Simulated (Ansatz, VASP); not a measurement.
**InP: VASP beside Ansatz**

The input INCAR:

```
SYSTEM = InP
PREC = Accurate
ENCUT = 520
EDIFF = 1E-6
ISMEAR = 0
SIGMA = 0.15
LREAL = .False.
LASPH = .True.
NELM = 60
ALGO = Normal
ISIF = 2
LWAVE = .False.
LCHARG = .False.
GGA = PE
NBANDS = 16
```

Contents of KPOINTS:

```
regular mesh
0
Gamma
  14 14 14
  0 0 0
```

Contents of POSCAR:

```
InP
1.0
    0.0000000000      2.7701982124      2.7701982124
    2.7701982124      0.0000000000      2.7701982124
    2.7701982124      2.7701982124      0.0000000000
In P
1 1
Direct
    0.0000000000      0.0000000000      0.0000000000
    0.5000000000      0.5000000000      0.5000000000
```

Input for Ansatz:

```yaml
crystal:
  lattice:
    - [0.0, 2.7701982124, 2.7701982124]
    - [2.7701982124, 0.0, 2.7701982124]
    - [2.7701982124, 2.7701982124, 0.0]
  atoms:
    - { symbol: In, position: [0.0, 0.0, 0.0] }
    - { symbol: P, position: [0.5, 0.5, 0.5] }
basis:
  ecutwfc: 420
kpoints:
  mp_grid: { grid: [14, 14, 14] }
hamiltonian:
  xc: pbe
  pseudopotentials: { kind: paw, azcp: { folder: soft_1 } }
scf:
  occupations: { method: gaussian, width: 0.15 }
output:
  forces: true
  stress: true
  eigenvalues: true
  write_density: true
  write_potential: true
  elf: true
  volumetric_format: npy
```

Alike in both runs: task single point; functional PBE; k mesh 14 × 14 × 14; occupations gaussian, width 0.15 eV; no spin polarisation.

|  | VASP | Ansatz |
| --- | --- | --- |
| version | VASP 6.6.1 | Ansatz 0.2.0 |
| potentials or method | VASP PAW PBE potentials, release 64 (In_d, P), cutoff 520 eV | scalar-relativistic, plane waves, PAW |
| valence electrons in the cell | 18 | 18 |

```tsv
	VASP	Ansatz	Ansatz less VASP
gap on the k mesh at the Fermi level (eV)	none	none	-
pressure (GPa)	0.0	0.0	+0.05
```

A gap of «none» marks a metal or a gap that the smearing closes. The functional is the same, so the differences come from potentials, cutoffs and numerics.
